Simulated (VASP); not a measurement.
BN:

```
B N
1.0
     2.51563    0.00000    0.00000
    -1.25782    2.17860    0.00000
     0.00000    0.00000    4.22685
B N
2 2
Direct
  0.66667 0.33333 0.99972
  0.33333 0.66667 0.49972
  0.66667 0.33333 0.62528
  0.33333 0.66667 0.12528
```

This cell differs from its parent crystal: strain -0.0150 x Voigt [1, 1, 0, 0, 0, 0].

Base run:

```yaml
Program: VASP 6.6.1
Functional: r2SCAN
Potentials_or_basis: VASP PAW PBE potentials, release 64 (B_h, N_h)
Cutoff: 910 eV
k_mesh: 12 × 12 × 6
Occupations: gaussian, width 0.05 eV
Spin: no spin polarisation
```

Its results: band gap on the k mesh 5.64 eV, indirect (least direct gap 8.90 eV); pressure 6.7 GPa; largest force 0.004 eV/Å.

Q: The run is repeated on the same cell with these changes: potentials or basis from VASP PAW PBE potentials, release 64 (B_h, N_h) to VASP PAW PBE potentials, release 64 (B, N); cutoff from 910 eV to 520 eV. What comes out?

A: Band gap on the k mesh 5.62 eV, indirect (least direct gap 8.88 eV); pressure 8.5 GPa; largest force 0.005 eV/Å.

Caveats: the PAW data sets were made with another functional, which shifts forces and pressure a little; the cutoff is under 1.25 times the usual one of these potentials, so pressure, stress and relaxed cells hold a basis-set (Pulay) error (some runs).

A k mesh can miss the band edges.
